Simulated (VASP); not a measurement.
Crystal: Zn.

```
Zn
1.0
     2.35485   -3.51478    0.00000
     2.35485    3.51478    0.00000
     0.00000    0.00000    5.32371
Zn
5
Cartesian
  1.1774 -1.7574 1.3309
  1.1774 1.7574 3.9928
  1.1774 1.7574 1.3309
  1.1774 -1.7574 3.9928
  0.0000 0.0000 0.0000
```

```yaml
Program: VASP 6.6.1
Task: relaxation of cell and atoms
Functional: PBE
Potentials_or_basis: VASP PAW PBE potentials, release 64 (Zn)
Cutoff: 600 eV
k_mesh: 4 × 4 × 4
Occupations: gaussian, width 0.1 eV
Spin: no spin polarisation
```

At the start: pressure 9.3 GPa; volume 17.63 Å³/atom.

Problem. Where does the relaxation end?

Solution. Over 19 steps the energy falls by 213.3 meV/atom and the volume is 18.02 Å³/atom (+2.2 %); space group Cmmm (No. 65, to 0.1 Å) before and after.

The path:
| step | energy change (eV) | largest force (eV/Å) | pressure (GPa) | volume (Å³) |
| --- | --- | --- | --- | --- |
| 1 | 0.0000 | 0.9586 | 9.28 | 88.13 |
| 2 | -0.5794 | 0.3834 | -1.65 | 101.57 |
| 3 | -0.5796 | 0.3933 | -1.41 | 101.01 |
| 4 | -0.6533 | 0.3347 | -0.87 | 99.19 |
| 5 | -0.8472 | 0.0294 | 0.95 | 93.69 |
| 6 | -0.6347 | 1.2457 | 7.80 | 82.46 |
| 7 | -0.8904 | 0.2288 | 2.09 | 90.74 |
| 8 | -0.9327 | 0.2295 | 1.80 | 90.59 |
| 9 | -1.0109 | 0.2683 | 1.15 | 89.98 |
| 10 | -1.0203 | 0.1635 | 1.19 | 87.96 |
| 11 | -1.0470 | 0.2543 | 0.67 | 89.22 |
| 12 | -1.0489 | 0.2125 | 0.69 | 88.63 |
| 13 | -1.0512 | 0.2209 | 0.63 | 88.89 |
| 14 | -1.0513 | 0.2174 | 0.63 | 88.83 |
| 15 | -1.0591 | 0.1412 | 0.26 | 89.44 |
| 16 | -1.0633 | 0.0126 | -0.40 | 90.81 |
| 17 | -1.0639 | 0.0442 | -0.24 | 90.47 |
| 18 | -1.0654 | 0.0277 | -0.16 | 90.31 |
| 19 | -1.0667 | 0.0000 | -0.01 | 90.08 |

Final structure:
```
Zn
1.0
     2.63797   -2.83363    0.00000
     2.63797    2.83363    0.00000
     0.00000    0.00000    6.02538
Zn
5
Direct
  0.50000 0.00000 0.28728
  0.00000 0.50000 0.71272
  0.00000 0.50000 0.28728
  0.50000 0.00000 0.71272
  0.00000 0.00000 0.00000
```

Caveat: the k points lie up to 0.41 Å⁻¹ apart in the final cell, too coarse for converged energies and pressures of a metal.
